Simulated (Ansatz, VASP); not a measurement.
## One calculation of Si, two programs

The input INCAR:

```
  PREC = Accurate
  ENCUT = 500
  EDIFF = 1E-6
  ISMEAR = 0
  SIGMA = 0.01
  LREAL = F
  LASPH = T
  NELM = 120
  ALGO = Normal
  ISIF = 2
  LWAVE = F
  LCHARG = F
  GGA = PE
  NBANDS = 11
  GGA_COMPAT = F
```

File KPOINTS:

```
regular mesh
0
Gamma
  2 2 2
```

File POSCAR:

```
Si
1.0
    0.0000000000      2.7150000000      2.7150000000
    2.7150000000      0.0000000000      2.7150000000
    2.7150000000      2.7150000000      0.0000000000
Si
2
Direct
    0.0000000000      0.0000000000      0.0000000000
    0.2426335175      0.2573664825      0.2573664825
```

Input for Ansatz:

```yaml
crystal:
  atoms:
  - position: [0.0, 0.0, 0.0]
    symbol: Si
  - position: [0.24263351749539594, 0.25736648250460403, 0.25736648250460403]
    symbol: Si
  lattice:
  - [0.0, 2.715, 2.715]
  - [2.715, 0.0, 2.715]
  - [2.715, 2.715, 0.0]
hamiltonian:
  dispersion: none
  pseudopotentials:
    kind: all_electron
    lapw:
      basis_error: 0.025 meV
      muffin_tin_radii: {Si: 1.1340267629651288}
    relativity: none
  xc: pbe
kpoints:
  mp_grid:
    grid: [2, 2, 2]
    shift: [0, 0, 0]
magnetization: {spin_polarized: false}
output: {forces: true, stress: true}
scf:
  convergence: {dr2_threshold: 1e-10 eV}
  lower_state_search: 'off'
  max_iter: 200
  occupations: {method: fixed}
```

Alike in both runs: task single point; functional PBE; k mesh 2 × 2 × 2; no spin polarisation.

```csv
,VASP,Ansatz
version,VASP 6.6.1,Ansatz 0.2 development build
potentials or method,"VASP PAW PBE potentials, release 64 (Si), cutoff 500 eV","all-electron full-potential LAPW, non-relativistic"
occupations,"gaussian, width 0.01 eV",fixed
```

VASP gave:

- gap on the k mesh at the Fermi level (eV): 0.29
- pressure (GPa): 10.0
- traceless stress, the component that is largest in VASP (GPa): -1.78
- rms of the force components (eV/Å): 0.408

Task: Estimate Ansatz's values.

Result: gap on the k mesh at the Fermi level (eV): 0.31; pressure (GPa): 10.0; traceless stress, the component that is largest in VASP (GPa): -1.81; rms of the force components (eV/Å): 0.409.

Atom by atom the forces differ by 0.001 eV/Å (rms over components). Ansatz ran all-electron here, and VASP with PAW potentials.

The k mesh is coarse, so the values compare programs but aren't converged.
